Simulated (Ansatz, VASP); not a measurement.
This is a calculation of B for Ansatz 0.2.0.

The input input.yaml:

```yaml
crystal:
  lattice:
    - [2.34611, 0.0, 0.0]
    - [0.0, 2.34611, 0.0]
    - [0.0, 0.0, 1.58579]
  atoms:
    - { symbol: B, position: [0.5, 0.5, 0.5] }
kpoints:
  mp_grid: { grid: [7, 7, 10] }
scf:
  occupations: { method: fermi_dirac, width: 0.03 }
hamiltonian:
  xc: pbe
  pseudopotentials: { kind: all_electron, lapw: { basis_error: 0.002 } }
output:
  forces: true
  stress: true
  eigenvalues: true
```

Potentials or basis: all-electron LAPW, scalar-relativistic.

Run with:

```bash
$ ansatz run input.yaml --threads 1 --pin off --max-ram 3072MiB --backend cpu --events-out ev --progress --plain --runs-dir out
```

Question: Set up the same calculation for VASP 6.6.1. Potentials there: VASP PAW PBE potentials, release 64 (B).

Answer: As run (the cutoff follows the program's own potentials):

The input INCAR:

```
PREC = Accurate
ENCUT = 500
EDIFF = 1E-6
ISMEAR = -1
SIGMA = 0.03
LREAL = False
LASPH = True
NELM = 120
ALGO = Normal
ISIF = 2
LWAVE = False
LCHARG = True
GGA = PE
LELF = True
LVHAR = True
NBANDS = 8
GGA_COMPAT = False
```

KPOINTS

```
Automatic mesh
0
Gamma
  7 7 10
```

The input POSCAR:

```
B
1.0
    2.3461100000      0.0000000000      0.0000000000
    0.0000000000      2.3461100000      0.0000000000
    0.0000000000      0.0000000000      1.5857900000
B
1
Direct
    0.5000000000      0.5000000000      0.5000000000
```

Potentials or basis: VASP PAW PBE potentials, release 64 (B).

Command:

```sh
$ cat potpaw_PBE.64/B/POTCAR > POTCAR
$ mpirun -np 1 vasp_std > vasp.out
```

Both were run:

|  | VASP | Ansatz | Ansatz less VASP |
| --- | --- | --- | --- |
| gap on the k mesh at the Fermi level (eV) | none | none | - |
| pressure (GPa) | -1.9 | -1.9 | 0.00 |
| traceless stress, the component that is largest in VASP (GPa) | 5.42 | 5.39 | -0.032 |

A gap of «none» marks a metal or a gap that the smearing closes. Ansatz ran all-electron here, and VASP with PAW potentials.

The k mesh is coarse, so the values compare programs but aren't converged. Noted on Ansatz's run: the k mesh is thin for a metal, which can move the energy by tens of meV per atom.
